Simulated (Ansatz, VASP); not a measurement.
**Two plane-wave programs on CrO2**

```
CELL_PARAMETERS angstrom
4.42100 -0.02210 0.00000
-0.02210 4.42100 0.00000
0.00000 0.00000 2.91700
ATOMIC_POSITIONS crystal
Cr 0.50000 0.50000 0.50000
Cr 0.00000 0.00000 0.00000
O 0.80100 0.19900 0.50000
O 0.69900 0.69900 0.00000
O 0.19900 0.80100 0.50000
O 0.30100 0.30100 0.00000
```

Alike in both runs: functional PBEsol; k mesh 5 × 5 × 8; occupations fermi-dirac, width 0.05 eV; collinear spin.

|  | VASP | Ansatz |
| --- | --- | --- |
| version | VASP 6.6.1 | Ansatz 0.2.0 |
| potentials or method | VASP PAW PBE potentials, release 64 (Cr_pv, O) | Ansatz PAW |
| plane-wave cutoff (eV) | 520 | 420 |
| valence electrons in the cell | 48 | 52 |
| task | single point | band structure |

|  | VASP | Ansatz | Ansatz less VASP |
| --- | --- | --- | --- |
| gap on the k mesh at the Fermi level (eV) | none | none | - |
| pressure (GPa) | -5.9 | -6.3 | -0.45 |
| traceless stress, the component that is largest in VASP (GPa) | 2.25 | 2.24 | -0.011 |
| rms of the force components (eV/Å) | 0.155 | 0.162 | +0.0067 |
| net moment per atom (μB) | 0.67 | 0.67 | 0.000 |
| size of the moment on the site where the two differ most (μB) | 2.07 | 1.70 | -0.373 |

VASP's potentials were made for PBE, not for PBEsol. Site moments also hang on the region over which each program counts them. Atom by atom the forces differ by 0.007 eV/Å (rms over components). A gap of «none» marks a metal or a gap that the smearing closes. VASP's potentials hold 48 valence electrons a cell and Ansatz's 52, so a difference there can come from the potentials and not from the codes.
